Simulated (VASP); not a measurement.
Crystal: TaAl4.

```xyz
5
Lattice="4.4937 0.0000 0.0000 0.0000 4.4937 0.0000 0.0000 0.0000 4.4937" Properties=species:S:1:pos:R:3 pbc="T T T"
Ta    2.2469    2.2469    2.2469
Al    0.0000    2.2469    2.2469
Al    2.2469    0.0000    2.2469
Al    2.2469    2.2469    0.0000
Al    0.0000    0.0000    0.0000
```

* Program: VASP 6.6.1
* Task: relaxation of cell and atoms
* Functional: PBE
* Potentials or basis: VASP PAW PBE potentials, release 64 (Ta_sv_GW, Al)
* Cutoff: 500 eV
* k mesh: 4 × 4 × 4
* Occupations: gaussian, width 0.1 eV
* Spin: no spin polarisation

At the start: pressure 27.3 GPa; volume 18.15 Å³/atom.

Question: How do energy, volume and symmetry change on relaxing?

Answer: Over 3 steps the energy falls by 531.4 meV/atom and the volume is 26.10 Å³/atom (+43.8 %); space group Pm-3m (No. 221, to 0.05 Å).

The path:
```csv
step,energy change (eV),largest force (eV/Å),pressure (GPa),volume (Å³)
1,0.0000,0.0000,27.31,90.75
2,-2.6113,0.0000,-1.77,137.74
3,-2.6572,0.0000,-0.21,130.50
```

Final structure:
```
Ta Al
1.0
     5.07227    0.00000    0.00000
     0.00000    5.07227    0.00000
     0.00000    0.00000    5.07227
Ta Al
1 4
Direct
  0.50000 0.50000 0.50000
  0.00000 0.50000 0.50000
  0.50000 0.00000 0.50000
  0.50000 0.50000 0.00000
  0.00000 0.00000 0.00000
```

Caveat: the volume moved by over 15 % at a fixed basis, so the end points are rough.
